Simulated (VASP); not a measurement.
Ta, 2 atoms in the cell. Symmetry: P6_3/mmc, No. 194, hexagonal system. The conventional cell has a = 2.920 Å, b = 2.920 Å, c = 5.200 Å, α = 90.00°, β = 90.00°, γ = 120.00°. Ta (site symmetry -6m2) has 12 Ta at 2.92 to 3.10 Å within 3.8 Å.  This cell differs from its parent crystal: volume scaled by 1.02.

* Program: VASP 6.6.1
* Task: single point
* Functional: LDA
* Potentials or basis: VASP PAW LDA potentials, release 64 (Ta_pv)
* Cutoff: 520 eV
* k mesh: 11 × 11 × 5
* Occupations: fermi-dirac, width 0.05 eV
* Spin: no spin polarisation
* Dipole correction: no
* Further INCAR settings: ALGO = Normal; EDIFF = 1e-06; NBANDS = 18

Potentials or basis: VASP PAW LDA potentials, release 64 (Ta_pv).

Run with:

```bash
$ cat potpaw_LDA.64/Ta_pv/POTCAR > POTCAR
$ mpirun -np 1 vasp_std > vasp.out
```

Hardware: 1 thread of Intel(R) Xeon(R) Platinum 8375C CPU @ 2.90GHz (Ice Lake), on a shared host.

Q: Estimate the wall time of this run.

A: Wall time 27 s on 1 thread of Intel(R) Xeon(R) Platinum 8375C CPU @ 2.90GHz (Ice Lake), with other jobs on the host, peak memory 0.16 GiB. Counts: scf iterations 11, k points 48.
